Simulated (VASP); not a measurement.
Write the native input for VASP 6.6.1 that does the following.

| Quantity | Value |
| --- | --- |
| Task | single point |
| Functional | PBEsol |
| Potentials or basis | VASP PAW PBE potentials, release 64 (Rb_sv, Br) |
| Cutoff | 520 eV |
| k mesh | 6 × 6 × 6 |
| Occupations | gaussian, width 0.05 eV |
| Spin | no spin polarisation |
| Dipole correction | no |
| Further INCAR settings | ALGO = Normal; EDIFF = 1e-06; NBANDS = 15 |

The structure of RbBr lies in POSCAR:

```
RbBr
1.0
    4.0160356082      0.0000000000      0.0000000000
    0.0000000000      4.0160356082      0.0000000000
    0.0000000000      0.0000000000      4.0701688540
Rb Br
1 1
Direct
   -0.0992287032      0.0000000000      0.0000000000
    0.6061381027      0.5000000000      0.5000000000
```

The input as run:

INCAR

```
PREC = Accurate ; ENCUT = 520
EDIFF = 1E-6 ; ISMEAR = 0
SIGMA = 0.05 ; LREAL = F
LASPH = T ; NELM = 60
ALGO = Normal ; ISIF = 2
LWAVE = F ; LCHARG = T
GGA = PS ; LELF = T
LVHAR = T ; NBANDS = 15
```

KPOINTS

```
regular mesh
0
Gamma
  6 6 6
```

Potentials or basis: VASP PAW PBE potentials, release 64 (Rb_sv, Br).

Launch:

```bash
$ cat potpaw_PBE.64/Rb_sv/POTCAR potpaw_PBE.64/Br/POTCAR > POTCAR
$ mpirun -np 1 vasp_std > vasp.out
```

It gave:

| Item | Value |
| --- | --- |
| Pressure | 4.6 GPa |
| Largest force | 0.874 eV/Å |
| Band gap on the k mesh | 4.09 eV, indirect (least direct gap 4.28 eV) |

Caveat: the PAW data sets were made with another functional, which shifts forces and pressure a little.

It took 21 s on 1 thread of Intel(R) Xeon(R) 6975P-C (Granite Rapids), with other jobs on the host, peak memory 0.2 GiB.
